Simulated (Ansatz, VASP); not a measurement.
**AlNi in VASP and in Ansatz**

```
Ni Al
1.0
     2.89340    0.00000    0.00000
     0.00000    2.89340    0.00000
     0.00000    0.00000    2.89340
Ni Al
1 1
Direct
  0.00000 0.00000 0.00000
  0.50000 0.50000 0.50000
```

Alike in both runs: task single point; functional PBE; k mesh 14 × 14 × 14; occupations fermi-dirac, width 0.08 eV; no spin polarisation.

|  | VASP | Ansatz |
| --- | --- | --- |
| version | VASP 6.6.1 | Ansatz 0.2.0 |
| potentials or method | VASP PAW PBE potentials, release 64 (Ni, Al), cutoff 520 eV | all-electron LAPW, scalar-relativistic |

|  | VASP | Ansatz | Ansatz less VASP |
| --- | --- | --- | --- |
| pressure (GPa) | 0.0 | 0.0 | -0.04 |

Ansatz ran all-electron here, and VASP with PAW potentials.
